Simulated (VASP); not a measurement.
# Hf (P6/mmm) in VASP: further runs, part 2 of 2

VASP 6.6.1. The steps go on from the part before.

## 4. Single point, PBE (volume scaled by 0.840)

The input, INCAR:

```
ALGO = Fast
EDIFF = 1E-6
ENCUT = 520
GGA = PE
ISIF = 2
ISMEAR = 0
LASPH = T
LCHARG = F
LREAL = F
LWAVE = F
NBANDS = 22
NELM = 80
PREC = Accurate
SIGMA = 0.05
```

The input, KPOINTS:

```
k-points
0
Gamma
  10 10 14
```

The input, POSCAR:

```
Hf
1.0
    4.7058606516      0.0000000000      0.0000000000
   -2.3529303258      4.0753948710      0.0000000000
    0.0000000000      0.0000000000      2.9309614667
Hf
3
Direct
    0.6666666667      0.3333333333      0.5000000000
    0.3333333333      0.6666666667      0.5000000000
    0.0000000000      0.0000000000      0.0000000000
```

Potentials or basis: VASP PAW PBE potentials, release 64 (Hf_pv).

The run is started by

```console
$ cat potpaw_PBE.64/Hf_pv/POTCAR > POTCAR
$ mpirun -np 1 vasp_std > vasp.out
```

OUTCAR:

```text
EDIFF = 1E-6
   ENCUT = 520
   GGA = PE
   ISIF = 2
   ISMEAR = 0
   LASPH = T
   LREAL = F
   NELM = 80
   PREC = Accurate

 ion  position               nearest neighbor table
   1  0.667  0.333  0.500-   2 2.72   2 2.72   2 2.72   3 3.09   3 3.09   3 3.09   3 3.09   3 3.09
                             3 3.09
   2  0.333  0.667  0.500-   1 2.72   1 2.72   1 2.72   3 3.09   3 3.09   3 3.09   3 3.09   3 3.09
                             3 3.09
   3  0.000  0.000  0.000-   1 3.09   2 3.09   1 3.09   2 3.09   1 3.09   1 3.09   2 3.09   2 3.09
                             1 3.09   1 3.09   2 3.09   2 3.09

  LATTYP: Found a hexagonal cell.
 ALAT       =     4.7058606516
 C/A-ratio  =     0.6228321839

  Lattice vectors:

 A1 = (   4.7058606516,   0.0000000000,   0.0000000000)
 A2 = (  -2.3529303258,   4.0753948710,   0.0000000000)
 A3 = (   0.0000000000,   0.0000000000,   2.9309614667)

Analysis of symmetry for initial positions (statically):
=====================================================================
 Subroutine PRICEL returns:
 Original cell was already a primitive cell.

 Routine SETGRP: Setting up the symmetry group for a
 hexagonal supercell.

 Subroutine GETGRP returns: Found 24 space group operations
 (whereof 24 operations were pure point group operations)
 out of a pool of 24 trial point group operations.

The static configuration has the point symmetry D_6h.

Analysis of symmetry for dynamics (positions and initial velocities):
=====================================================================
 Subroutine PRICEL returns:
 Original cell was already a primitive cell.

 Routine SETGRP: Setting up the symmetry group for a
 hexagonal supercell.

 Subroutine GETGRP returns: Found 24 space group operations
 (whereof 24 operations were pure point group operations)
 out of a pool of 24 trial point group operations.

The dynamic configuration has the point symmetry D_6h.

 Subroutine INISYM returns: Found 24 space group operations
 (whereof 24 operations are pure point group operations),
 and found     1 'primitive' translations

----------------------------------------------------------------------------------------

                                     Primitive cell

  volume of cell :      56.2107

  direct lattice vectors                    reciprocal lattice vectors
     4.705860652  0.000000000  0.000000000     0.212500980  0.122687498  0.000000000
    -2.352930326  4.075394871  0.000000000     0.000000000  0.245374996  0.000000000
     0.000000000  0.000000000  2.930961467     0.000000000  0.000000000  0.341184970

  length of vectors
     4.705860652  4.705860652  2.930961467     0.245374996  0.245374996  0.341184970

  position of ions in fractional coordinates (direct lattice)
     0.666666667  0.333333333  0.500000000
     0.333333333  0.666666667  0.500000000
     0.000000000  0.000000000  0.000000000

  ion indices of the primitive-cell ions
   primitive index   ion index
                 1           1
                 2           2
                 3           3

----------------------------------------------------------------------------------------

 KPOINTS: k-points

Automatic generation of k-mesh.
 Grid dimensions read from file:
 generate k-points for:   10   10   14

 Generating k-lattice:

  Cartesian coordinates                     Fractional coordinates (reciprocal lattice)
     0.021250098  0.012268750  0.000000000     0.100000000 -0.000000000  0.000000000
     0.000000000  0.024537500  0.000000000     0.000000000  0.100000000  0.000000000
     0.000000000  0.000000000  0.024370355     0.000000000  0.000000000  0.071428571

  Length of vectors
     0.024537500  0.024537500  0.024370355

  Shift w.r.t. Gamma in fractional coordinates (k-lattice)
     0.000000000  0.000000000  0.000000000

 Subroutine IBZKPT returns following result:
 ===========================================

 Found    112 irreducible k-points:

 Following reciprocal coordinates:
            Coordinates               Weight
  0.000000  0.000000  0.000000      1.000000
  0.100000 -0.000000  0.000000      6.000000
  0.200000 -0.000000  0.000000      6.000000
  0.300000 -0.000000  0.000000      6.000000
  0.400000 -0.000000  0.000000      6.000000
  0.500000 -0.000000  0.000000      3.000000
[... 16 lines left out ...]
  0.300000  0.100000  0.071429     24.000000
  0.400000  0.100000  0.071429     24.000000
 [... further k-points ...]
   k-points           NKPTS =    112   k-points in BZ     NKDIM =    112   number of bands    NBANDS=     22
   number of dos      NEDOS =    301   number of ions     NIONS =      3
   total plane-waves  NPLWV =  31104
   dimension x,y,z NGX =    36 NGY =   36 NGZ =   24
   dimension x,y,z NGXF=    72 NGYF=   72 NGZF=   48
   ions per type =               3
   NGX,Y,Z   is equivalent  to a cutoff of  12.72, 12.72, 13.61 a.u.
   NGXF,Y,Z  is equivalent  to a cutoff of  25.44, 25.44, 27.23 a.u.
 SYSTEM =  unknown system
   PREC   = accura    normal or accurate (medium, high low for compatibility)
   ISTART =      0    job   : 0-new  1-cont  2-samecut
   ICHARG =      2    charge: 1-file 2-atom 10-const
   ISPIN  =      1    spin polarized calculation?
   LNONCOLLINEAR =      F non collinear calculations
   LSORBIT =      F    spin-orbit coupling
   LASPH  =      T    aspherical Exc in radial PAW
   ENCUT  =  520.0 eV  38.22 Ry    6.18 a.u.   8.75  8.75  5.45*2*pi/ulx,y,z
   NELM   =     80;   NELMIN=  2; NELMDL= -5     # of ELM steps
   EDIFF  = 0.1E-05   stopping-criterion for ELM
   LREAL  =      F    real-space projection
   EDIFFG = 0.1E-04   stopping-criterion for IOM
   NSW    =      0    number of steps for IOM
   IBRION =     -1    ionic relax: 0-MD 1-quasi-New 2-CG
   NFREE  =      0    steps in history (QN), initial steepest desc. (CG)
   ISIF   =      2    stress and relaxation
   ISYM   =      2    0-nonsym 1-usesym 2-fastsym
   POTIM  = 0.5000    time-step for ionic-motion
   TEBEG  =    0.0;   TEEND  =   0.0 temperature during run
   PSTRESS=    0.0 pullay stress
   NELECT =      30.0000    total number of electrons
   NUPDOWN=      -1.0000    fix difference up-down
   EMIN   =  10.00;   EMAX   =-10.00  energy-range for DOS
   EFERMI =   0.00;   METHOD = LEGACY
   ISMEAR =     0;   SIGMA  =   0.05  broadening in eV -4-tet -1-fermi 0-gaus
   EFERMI_NEDOS =   21; number of points for ismear=-14 and -15
   IALGO  =     68    algorithm
   IMIX   =      4    mixing-type and parameters
     AMIX     =   0.40;   BMIX     =  1.00
     AMIX_MAG =   1.60;   BMIX_MAG =  1.00
  volume/ion in A,a.u.               =      18.74       126.44
  Fermi-wavevector in a.u.,A,eV,Ry     =   1.327931  2.509426 23.992537  1.763402
  Thomas-Fermi vector in A             =   2.457207
   LORBIT       =      0    0 simple, 1 ext, 2 COOP (PROOUT), +10 PAW based schemes
   GGA     = PE    functional components
   LHFCALC =     F    Hartree Fock is set to
   AEXX    =    0.0000 exact exchange contribution
   IVDW    =     0    specifies the selected vdW correction
   LEPSILON=     F    determine dielectric tensor
   LRPA    =     F    only Hartree local field effects (RPA)
 non-spin polarized calculation
 RMM-DIIS sequential band-by-band and
 Gauss-broadening in eV      SIGMA  =   0.05
  energy-cutoff  :      520.00
  volume of cell :       56.21
 maximum number of plane-waves:      1541
 NGX is ok and might be reduce to    36
   NGX = 17   NGY = 17   NGZ = 11

 number of electron      29.9999999 magnetization

 Free energy of the ion-electron system (eV)
  ---------------------------------------------------
  ext. energy  EPLUGINS =         0.00000000
  ---------------------------------------------------
  free energy    TOTEN  =       -28.92113449 eV

  energy without entropy =      -28.91687929  energy(sigma->0) =      -28.91900689

 E-fermi :   6.0480     XC(G=0): -12.1169

 val. band max:        6.0472233244   @ k =   0.4000   0.2000   0.1429
 cond. band min:       6.0503463539   @ k =   0.2000   0.2000   0.0714
 fundamental gap:      0.0031230295
 Fermi energy:         6.0479509472

 k-point     1 :       0.0000    0.0000    0.0000
  band No.  band energies     occupation
      1     -24.5482      2.00000
      2     -24.5482      2.00000
      3     -24.4056      2.00000
      4     -24.4056      2.00000
      5     -23.7964      2.00000
      6     -23.4492      2.00000
[... 14 lines left out ...]
     21       9.2491      0.00000
     22       9.2519      0.00000
[... 552 lines left out ...]
  band No.  band energies     occupation
      1     -24.8802      2.00000
      2     -24.4465      2.00000
      3     -24.2647      2.00000
      4     -23.9140      2.00000
      5     -23.7100      2.00000
      6     -23.6543      2.00000
[... 14 lines left out ...]
     21       9.6567      0.00000
     22      10.8818      0.00000

 [... further k-points ...]
[... 5 lines left out ...]
  --------------------------------------------------------------------------------------
  -------------------------------------------------------------------------------------
  Total        8.7294088      8.7294088      8.8468567      0.0000000     -0.0000000      0.0000000
  in kB      248.8149944    248.8149944    252.1626200      0.0000000     -0.0000000      0.0000000
  external PRESSURE =     249.9308696 kB  Pullay stress =       0.0000000 kB

 VOLUME and BASIS-vectors are now :
 -----------------------------------------------------------------------------
  energy-cutoff  :      520.00
  volume of cell :       56.21
      direct lattice vectors                 reciprocal lattice vectors
     4.705860652  0.000000000  0.000000000     0.212500980  0.122687498  0.000000000
    -2.352930326  4.075394871  0.000000000     0.000000000  0.245374996  0.000000000
     0.000000000  0.000000000  2.930961467     0.000000000  0.000000000  0.341184970

 POSITION                                       TOTAL-FORCE (eV/Angst)
 -----------------------------------------------------------------------------------
      2.35293      1.35846      1.46548         0.000000     -0.000000      0.000000
     -0.00000      2.71693      1.46548        -0.000000      0.000000     -0.000000
      0.00000      0.00000      0.00000         0.000000      0.000000      0.000000
 -----------------------------------------------------------------------------------
    total drift:                                0.000000      0.000000     -0.000000

  FREE ENERGIE OF THE ION-ELECTRON SYSTEM (eV)
  ---------------------------------------------------
  free  energy   TOTEN  =       -28.9211344859 eV

  energy  without entropy=      -28.9168792944  energy(sigma->0) =      -28.91900689
```

stdout:

```text
POSCAR found type information on POSCAR Hf
 POSCAR found :  1 types and       3 ions
 scaLAPACK will be used
 LDA part: xc-table for (Slater+PW92), standard interpolation
 POSCAR, INCAR and KPOINTS ok, starting setup
 FFT: planning ... GRIDC
 FFT: planning ... GRID_SOFT
 FFT: planning ... GRID
 WAVECAR not read
 entering main loop
```

It took 68 s on 1 thread of Intel Xeon Platinum 8488C (Sapphire Rapids), shared host; peak memory 0.24 GiB.

What came out:

```
Free energy            : -28.9211 eV
Pressure               : 25.0 GPa
Band gap on the k mesh : zero (band 15 reaches 6.54 eV, above the bottom of band 16 at 5.49 eV)
```

Caveat: the cell differs from its parent crystal (volume scaled by 0.840); spin-orbit coupling is left out, which moves the levels of the heavy elements.

## 5. Single point, PBE

This run uses another cell than the first one, of 22.31 Å³/atom, 1.316 times its volume.

The input, INCAR:

```
SYSTEM = Hf
PREC = Accurate
ENCUT = 520
EDIFF = 1E-6
ISMEAR = 0
SIGMA = 0.05
LREAL = .FALSE.
LASPH = .TRUE.
NELM = 80
ALGO = Fast
ISIF = 2
LWAVE = .FALSE.
LCHARG = .FALSE.
GGA = PE
NBANDS = 22
```

The input, KPOINTS:

```
regular mesh
0
G
  10 10 12
  0 0 0
```

The input, POSCAR:

```
Hf
1.0
    4.9936386904      0.0000000000      0.0000000000
   -2.4968193452      4.3246179632      0.0000000000
    0.0000000000      0.0000000000      3.0986656368
Hf
3
Direct
    0.6666666667      0.3333333333      0.5000000000
    0.3333333333      0.6666666667      0.5000000000
    0.0000000000      0.0000000000      0.0000000000
```

The run is started by

```console
$ cat potpaw_PBE.64/Hf_pv/POTCAR > POTCAR
$ mpirun -np 1 vasp_std > vasp.out
```

Run time: 86 s. Hardware: 1 thread of Intel Xeon Platinum 8488C (Sapphire Rapids), shared host; peak memory 0.26 GiB.

It converged, with:

| Property | Result |
| --- | --- |
| Free energy | -29.6449 eV |
| Pressure | -0.5 GPa |
| Band gap on the k mesh | zero (band 15 reaches 5.11 eV, above the bottom of band 16 at 4.14 eV) |

Stress tensor (GPa, compression positive):
```
-0.54  0.00  0.00
 0.00 -0.54  0.00
 0.00  0.00 -0.35
```

Levels at points of the mesh, in eV from the Fermi level:
```csv
k point,band 11,band 12,band 13,band 14,band 15,band 16,band 17,band 18,band 19,band 20
"(0.00, 0.00, 0.00)",-2.44,-0.63,-0.63,-0.61,-0.60,-0.60,1.11,2.14,2.14,2.89
"(0.50, 0.00, 0.00)",-4.48,-3.48,-0.42,-0.37,-0.32,0.21,0.87,1.03,1.62,3.00
"(0.00, 0.00, 0.50)",-2.45,-2.45,-2.18,-1.84,-1.84,1.39,1.39,2.01,2.01,5.17
"(0.50, 0.00, 0.50)",-2.92,-1.95,-1.35,-0.73,-0.69,0.47,0.62,1.12,1.65,3.39
```

Caveat: spin-orbit coupling is left out, which moves the levels of the heavy elements.

## 6. Overview

```tsv
cell	k mesh	further INCAR settings	gap on the mesh (eV)	pressure (GPa)
a = 4.552, b = 4.552, c = 2.834 Å, angles 90.0, 90.0, 120.0°, 3 atoms	10 × 10 × 14	ALGO = Fast; EDIFF = 1e-07; NBANDS = 22	none	47.3
a = 4.630, b = 4.630, c = 2.884 Å, angles 90.0, 90.0, 120.0°, 3 atoms	10 × 10 × 14	ALGO = Fast; EDIFF = 1e-07; NBANDS = 22	none	35.0
a = 4.706, b = 4.706, c = 2.931 Å, angles 90.0, 90.0, 120.0°, 3 atoms	10 × 10 × 14	ALGO = Fast; EDIFF = 1e-06; NBANDS = 22	none	25.0
a = 4.994, b = 4.994, c = 3.099 Å, angles 90.0, 90.0, 120.0°, 3 atoms	10 × 10 × 12	ALGO = Fast; EDIFF = 1e-06; NBANDS = 22	none	-0.5
```

Alike in all rows: task single point; level PBE; potentials or basis VASP PAW PBE potentials, release 64 (Hf_pv); no spin polarisation; cutoff (eV) 520; smearing gaussian 0.05 eV.

Caveats: spin-orbit coupling is left out, which moves the levels of the heavy elements.

Total energies depend on the potentials used, so only differences within one code and one set of settings carry meaning.
